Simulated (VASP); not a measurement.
# Mg (Im-3m) in VASP: notebook

Runs on Mg. Level: PBEsol. Tasks: single point.

Program: VASP 6.6.1. These are calculated values, not measurements. Logs are shortened: lines on timing, memory, paths and dates and some standing lists are left out, and cuts for length are marked.

### Step 1. The cell of the first run

Symmetry: Im-3m, No. 229, cubic system. The conventional cell has a = 2.814 Å, b = 2.814 Å, c = 2.814 Å, α = 90.00°, β = 90.00°, γ = 90.00°. Within 3.2 Å of Mg (site symmetry m-3m) lie 14 Mg at 2.44 to 2.81 Å.

### Step 2. Single point, PBEsol

The input, INCAR:

```
SYSTEM = Mg
PREC     = Accurate       ! precision mode
ENCUT    = 520            ! plane-wave cutoff, eV
EDIFF    = 1E-7           ! SCF threshold, eV
ISMEAR   = -1             ! smearing method
SIGMA    = 0.1            ! smearing width, eV
LREAL    = .FALSE.        ! projectors in reciprocal space
LASPH    = .TRUE.         ! aspherical terms in the spheres
NELM     = 60             ! most SCF steps
ALGO     = Normal         ! electronic algorithm
ISIF     = 2              ! what is computed and relaxed
LWAVE    = .FALSE.        ! write WAVECAR
LCHARG   = .FALSE.        ! write CHGCAR
GGA      = PS             ! functional
NBANDS   = 7              ! bands
```

The input, KPOINTS:

```
Automatic mesh
0
G
  19 19 19
  0 0 0
```

The input, POSCAR:

```
Mg
1.0
   -1.4067880869      1.4067880869      1.4067880869
    1.4067880869     -1.4067880869      1.4067880869
    1.4067880869      1.4067880869     -1.4067880869
Mg
1
Direct
    0.0000000000      0.0000000000      0.0000000000
```

Potentials or basis: VASP PAW PBE potentials, release 64 (Mg).

Launch:

```console
cat potpaw_PBE.64/Mg/POTCAR > POTCAR
mpirun -np 1 vasp_std > vasp.out
```

OUTCAR:

```text
SYSTEM = Mg
   PREC = Accurate
   ENCUT = 520
   EDIFF = 1E-7
   ISMEAR = -1
   LREAL = .FALSE.
   LASPH = .TRUE.
   NELM = 60
   ISIF = 2
   GGA = PS

 ion  position               nearest neighbor table
   1  0.000  0.000  0.000-

  LATTYP: Found a body centered cubic cell.
 ALAT       =     2.8135761738

  Lattice vectors:

 A1 = (  -1.4067880869,   1.4067880869,   1.4067880869)
 A2 = (   1.4067880869,  -1.4067880869,   1.4067880869)
 A3 = (   1.4067880869,   1.4067880869,  -1.4067880869)

Analysis of symmetry for initial positions (statically):
=====================================================================
 Subroutine PRICEL returns:
 Original cell was already a primitive cell.

 Routine SETGRP: Setting up the symmetry group for a
 body centered cubic supercell.

 Subroutine GETGRP returns: Found 48 space group operations
 (whereof 48 operations were pure point group operations)
 out of a pool of 48 trial point group operations.

The static configuration has the point symmetry O_h .

Analysis of symmetry for dynamics (positions and initial velocities):
=====================================================================
 Subroutine PRICEL returns:
 Original cell was already a primitive cell.

 Routine SETGRP: Setting up the symmetry group for a
 body centered cubic supercell.

 Subroutine GETGRP returns: Found 48 space group operations
 (whereof 48 operations were pure point group operations)
 out of a pool of 48 trial point group operations.

The dynamic configuration has the point symmetry O_h .

 Subroutine INISYM returns: Found 48 space group operations
 (whereof 48 operations are pure point group operations),
 and found     1 'primitive' translations

----------------------------------------------------------------------------------------

                                     Primitive cell

  volume of cell :      11.1364

  direct lattice vectors                    reciprocal lattice vectors
    -1.406788087  1.406788087  1.406788087     0.000000000  0.355419558  0.355419558
     1.406788087 -1.406788087  1.406788087     0.355419558  0.000000000  0.355419558
     1.406788087  1.406788087 -1.406788087     0.355419558  0.355419558  0.000000000

  length of vectors
     2.436628442  2.436628442  2.436628442     0.502639159  0.502639159  0.502639159

  position of ions in fractional coordinates (direct lattice)
     0.000000000  0.000000000  0.000000000

  ion indices of the primitive-cell ions
   primitive index   ion index
                 1           1

----------------------------------------------------------------------------------------

 KPOINTS: Automatic mesh

Automatic generation of k-mesh.
 Grid dimensions read from file:
 generate k-points for:   19   19   19

 Generating k-lattice:

  Cartesian coordinates                     Fractional coordinates (reciprocal lattice)
     0.000000000  0.018706293  0.018706293     0.052631579  0.000000000  0.000000000
     0.018706293  0.000000000  0.018706293     0.000000000  0.052631579  0.000000000
     0.018706293  0.018706293  0.000000000     0.000000000  0.000000000  0.052631579

  Length of vectors
     0.026454693  0.026454693  0.026454693

  Shift w.r.t. Gamma in fractional coordinates (k-lattice)
     0.000000000  0.000000000  0.000000000

 Subroutine IBZKPT returns following result:
 ===========================================

 Found    220 irreducible k-points:

 Following reciprocal coordinates:
            Coordinates               Weight
  0.000000  0.000000  0.000000      1.000000
  0.052632  0.000000  0.000000     12.000000
  0.105263  0.000000  0.000000     12.000000
  0.157895  0.000000  0.000000     12.000000
  0.210526  0.000000  0.000000     12.000000
  0.263158  0.000000  0.000000     12.000000
[... 16 lines left out ...]
  0.263158  0.105263  0.000000     48.000000
  0.315789  0.105263  0.000000     48.000000
 [... further k-points ...]
   k-points           NKPTS =    220   k-points in BZ     NKDIM =    220   number of bands    NBANDS=      7
   number of dos      NEDOS =    301   number of ions     NIONS =      1
   total plane-waves  NPLWV =   5832
   dimension x,y,z NGX =    18 NGY =   18 NGZ =   18
   dimension x,y,z NGXF=    36 NGYF=   36 NGZF=   36
   ions per type =               1
   NGX,Y,Z   is equivalent  to a cutoff of  12.28, 12.28, 12.28 a.u.
   NGXF,Y,Z  is equivalent  to a cutoff of  24.56, 24.56, 24.56 a.u.
 SYSTEM =  Mg
   PREC   = accura    normal or accurate (medium, high low for compatibility)
   ISTART =      0    job   : 0-new  1-cont  2-samecut
   ICHARG =      2    charge: 1-file 2-atom 10-const
   ISPIN  =      1    spin polarized calculation?
   LNONCOLLINEAR =      F non collinear calculations
   LSORBIT =      F    spin-orbit coupling
   LASPH  =      T    aspherical Exc in radial PAW
   ENCUT  =  520.0 eV  38.22 Ry    6.18 a.u.   4.53  4.53  4.53*2*pi/ulx,y,z
   NELM   =     60;   NELMIN=  2; NELMDL= -5     # of ELM steps
   EDIFF  = 0.1E-06   stopping-criterion for ELM
   LREAL  =      F    real-space projection
   EDIFFG = 0.1E-05   stopping-criterion for IOM
   NSW    =      0    number of steps for IOM
   IBRION =     -1    ionic relax: 0-MD 1-quasi-New 2-CG
   NFREE  =      0    steps in history (QN), initial steepest desc. (CG)
   ISIF   =      2    stress and relaxation
   ISYM   =      2    0-nonsym 1-usesym 2-fastsym
   POTIM  = 0.5000    time-step for ionic-motion
   TEBEG  =    0.0;   TEEND  =   0.0 temperature during run
   PSTRESS=    0.0 pullay stress
   NELECT =       2.0000    total number of electrons
   NUPDOWN=      -1.0000    fix difference up-down
   EMIN   =  10.00;   EMAX   =-10.00  energy-range for DOS
   EFERMI =   0.00;   METHOD = LEGACY
   ISMEAR =    -1;   SIGMA  =   0.10  broadening in eV -4-tet -1-fermi 0-gaus
   EFERMI_NEDOS =   21; number of points for ismear=-14 and -15
   IALGO  =     38    algorithm
   IMIX   =      4    mixing-type and parameters
     AMIX     =   0.40;   BMIX     =  1.00
     AMIX_MAG =   1.60;   BMIX_MAG =  1.00
  volume/ion in A,a.u.               =      11.14        75.15
  Fermi-wavevector in a.u.,A,eV,Ry     =   0.923640  1.745427 11.607282  0.853111
  Thomas-Fermi vector in A             =   2.049299
   LORBIT       =      0    0 simple, 1 ext, 2 COOP (PROOUT), +10 PAW based schemes
   GGA     = PS    functional components
   LHFCALC =     F    Hartree Fock is set to
   AEXX    =    0.0000 exact exchange contribution
   IVDW    =     0    specifies the selected vdW correction
   LEPSILON=     F    determine dielectric tensor
   LRPA    =     F    only Hartree local field effects (RPA)
 non-spin polarized calculation
  energy-cutoff  :      520.00
  volume of cell :       11.14
 maximum number of plane-waves:       321
   NGX =  9   NGY =  9   NGZ =  9

 number of electron       2.0000000 magnetization

 Free energy of the ion-electron system (eV)
  ---------------------------------------------------
  ext. energy  EPLUGINS =         0.00000000
  ---------------------------------------------------
  free energy    TOTEN  =         0.33135197 eV

  energy without entropy =        0.34113912  energy(sigma->0) =        0.33624554

 E-fermi :   7.8215     XC(G=0): -11.1685

 val. band max:        7.8074496753   @ k =  -0.4737  -0.4737   0.2632
 cond. band min:       7.8536547340   @ k =   0.3158   0.3158   0.0526
 fundamental gap:      0.0462050587
 Fermi energy:         7.8214693349

 k-point     1 :       0.0000    0.0000    0.0000
  band No.  band energies     occupation
      1      -2.8437      2.00000
      2      26.5001      0.00000
      3      26.5001      0.00000
      4      26.5001      0.00000
      5      29.5114      0.00000
      6      29.5114      0.00000
      7      31.4693      0.00000

 k-point     2 :       0.0526    0.0000    0.0000
  band No.  band energies     occupation
      1      -2.7366      2.00000
      2      25.5349      0.00000
      3      25.8963      0.00000
      4      26.4279      0.00000
      5      28.4804      0.00000
      6      28.8142      0.00000
      7      32.2703      0.00000

 k-point     3 :       0.1053    0.0000    0.0000
  band No.  band energies     occupation
      1      -2.4168      2.00000
      2      23.1234      0.00000
      3      24.6854      0.00000
      4      26.2340      0.00000
      5      27.7304      0.00000
      6      28.1825      0.00000
      7      33.5736      0.00000

 k-point     4 :       0.1579    0.0000    0.0000
  band No.  band energies     occupation
      1      -1.8889      2.00000
      2      20.4579      0.00000
      3      23.4185      0.00000
      4      25.9696      0.00000
      5      26.7265      0.00000
      6      28.2122      0.00000
      7      34.6255      0.00000

 k-point     5 :       0.2105    0.0000    0.0000
  band No.  band energies     occupation
      1      -1.1600      2.00000
      2      17.8671      0.00000
      3      22.2641      0.00000
      4      25.6859      0.00000
      5      25.8664      0.00000
      6      28.2319      0.00000
      7      35.0458      0.00000
[... 161 lines left out ...]
 k-point    22 :       0.2105    0.1053    0.0000
  band No.  band energies     occupation
      1       0.0627      2.00000
      2      15.4759      0.00000
      3      19.0380      0.00000
      4      24.7046      0.00000
      5      26.2979      0.00000
      6      29.8971      0.00000
      7      33.8397      0.00000

 k-point    23 :       0.2632    0.1053    0.0000
  band No.  band energies     occupation
      1       1.1546      2.00000
      2      13.2499      0.00000
      3      18.2764      0.00000
      4      24.2847      0.00000
      5      25.9070      0.00000
      6      30.0421      0.00000
      7      33.7895      0.00000

 k-point    24 :       0.3158    0.1053    0.0000
  band No.  band energies     occupation
      1       2.4089      2.00000
      2      11.1476      0.00000
      3      17.7102      0.00000
      4      23.9362      0.00000
      5      25.5783      0.00000
      6      30.0617      0.00000
      7      34.0308      0.00000

 [... further k-points ...]
[... 5 lines left out ...]
  --------------------------------------------------------------------------------------
  -------------------------------------------------------------------------------------
  Total        7.1374299      7.1374299      7.1374299     -0.0000000     -0.0000000     -0.0000000
  in kB     1026.8485690   1026.8485690   1026.8485690     -0.0000000     -0.0000000     -0.0000000
  external PRESSURE =    1026.8485690 kB  Pullay stress =       0.0000000 kB

 VOLUME and BASIS-vectors are now :
 -----------------------------------------------------------------------------
  energy-cutoff  :      520.00
  volume of cell :       11.14
      direct lattice vectors                 reciprocal lattice vectors
    -1.406788087  1.406788087  1.406788087     0.000000000  0.355419558  0.355419558
     1.406788087 -1.406788087  1.406788087     0.355419558  0.000000000  0.355419558
     1.406788087  1.406788087 -1.406788087     0.355419558  0.355419558  0.000000000

 POSITION                                       TOTAL-FORCE (eV/Angst)
 -----------------------------------------------------------------------------------
      0.00000      0.00000      0.00000        -0.000000      0.000000      0.000000
 -----------------------------------------------------------------------------------
    total drift:                                0.000000     -0.000000      0.000000

  FREE ENERGIE OF THE ION-ELECTRON SYSTEM (eV)
  ---------------------------------------------------
  free  energy   TOTEN  =         0.3313519692 eV

  energy  without entropy=        0.3411391177  energy(sigma->0) =        0.33624554
```

It took 24 s on 1 thread of AMD EPYC 7R43 (Zen 3), shared host; peak memory 0.09 GiB.

What came out:

| Property | Result |
| --- | --- |
| Free energy | 0.3314 eV |
| Pressure | 102.7 GPa |
| Band gap on the k mesh | zero (band 1 reaches 11.09 eV, above the bottom of band 2 at 6.91 eV) |

Caveat: the PAW data sets were made with another functional, which shifts forces and pressure a little.

### Step 3. Single point, PBEsol

The input, INCAR:

```
ALGO = Normal ; EDIFF = 1E-7
ENCUT = 520 ; GGA = PS
ISIF = 2 ; ISMEAR = -1
LASPH = T ; LCHARG = T
LELF = T ; LREAL = F
LVHAR = T ; LWAVE = F
NBANDS = 7 ; NELM = 60
PREC = Accurate ; SIGMA = 0.1
```

The input, KPOINTS:

```
k-points
0
Gamma
  19 19 19
```

POSCAR is that of step 2.

Potentials or basis: VASP PAW PBE potentials, release 64 (Mg).

Launch:

```console
cat potpaw_PBE.64/Mg/POTCAR > POTCAR
mpirun -np 1 vasp_std > vasp.out
```

It took 25 s on 1 thread of AMD EPYC 7R43 (Zen 3), shared host; peak memory 0.09 GiB.

The run converged. Its results:

```yaml
Free_energy: 0.3314 eV
Pressure: 102.7 GPa
Band_gap_on_the_k_mesh: zero (band 1 reaches 11.09 eV, above the bottom of band 2 at 6.91 eV)
```

Levels at points of the mesh, in eV from the Fermi level:
```csv
k point,band 1,band 2,band 3,band 4,band 5
"(0.00, 0.00, 0.00)",-10.67,18.68,18.68,18.68,21.69
```

Caveat: the PAW data sets were made with another functional, which shifts forces and pressure a little.
